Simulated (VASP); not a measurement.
Set up this calculation in VASP 6.6.1, as the native input.

| Item | Value |
| --- | --- |
| Task | single point |
| Functional | PBE |
| Potentials or basis | VASP PAW PBE potentials, release 64 (Te, Ce) |
| Cutoff | 400 eV |
| k mesh | 5 × 5 × 5 |
| Occupations | methfessel-paxton, width 0.0168 eV |
| Spin | no spin polarisation |
| Dipole correction | no |
| k mesh for the DOS | 8 × 8 × 8 |
| Occupations for the DOS | tetrahedron |
| Further INCAR settings | ALGO = Normal; EDIFF = 1e-06 |

Crystal: Ce2Te.

```
Te Ce
1.0
     0.00000    3.87168    3.87168
     3.87168    0.00000    3.87168
     3.87168    3.87168    0.00000
Te Ce
1 2
Direct
  0.00000 0.00000 0.00000
  0.25000 0.25000 0.25000
  0.75000 0.75000 0.75000
```

These files were run (other wordings do the same):

POSCAR

```
Ce2Te
1.0
    0.0000000000      3.8716770000      3.8716770000
    3.8716770000      0.0000000000      3.8716770000
    3.8716770000      3.8716770000      0.0000000000
Te Ce
1 2
Direct
    0.0000000000      0.0000000000      0.0000000000
    0.2500000000      0.2500000000      0.2500000000
    0.7500000000      0.7500000000      0.7500000000
```

INCAR.step1

```
PREC = Accurate
ENCUT = 400
EDIFF = 1E-6
ISMEAR = 1
SIGMA = 0.0168
LREAL = F
LASPH = T
NELM = 200
ALGO = Normal
ISIF = 2
LWAVE = F
LCHARG = T
LMAXMIX = 6
GGA = PE
NBANDS = 22
GGA_COMPAT = F
NEDOS = 2001
LORBIT = 11
```

KPOINTS.step1

```
regular mesh
0
Gamma
  5 5 5
```

INCAR.step2

```
PREC = Accurate
ENCUT = 400
EDIFF = 1E-6
ISMEAR = -5
SIGMA = 0.0168
LREAL = F
LASPH = T
NELM = 200
ALGO = Normal
ISIF = 2
LWAVE = F
LCHARG = F
LMAXMIX = 6
GGA = PE
LORBIT = 11
NEDOS = 1001
ICHARG = 11
GGA_COMPAT = F
```

KPOINTS.step2

```
regular mesh
0
Gamma
  8 8 8
```

Potentials or basis: VASP PAW PBE potentials, release 64 (Te, Ce).

The run is started by

```sh
$ cat potpaw_PBE.64/Te/POTCAR potpaw_PBE.64/Ce/POTCAR > POTCAR
$ cp INCAR.step1 INCAR
$ cp KPOINTS.step1 KPOINTS
$ mpirun -np 1 vasp_std > vasp.out
$ cp INCAR.step2 INCAR
$ cp KPOINTS.step2 KPOINTS
$ mpirun -np 1 vasp_std > vasp.out
```

Results of the run:

```
Valence electrons inside the program's atomic spheres : Te 3.40; Ce 9.57
```

Run time: 3.3 min on 1 thread of Intel Xeon 8259CL, on a shared host, peak memory 0.22 GiB.
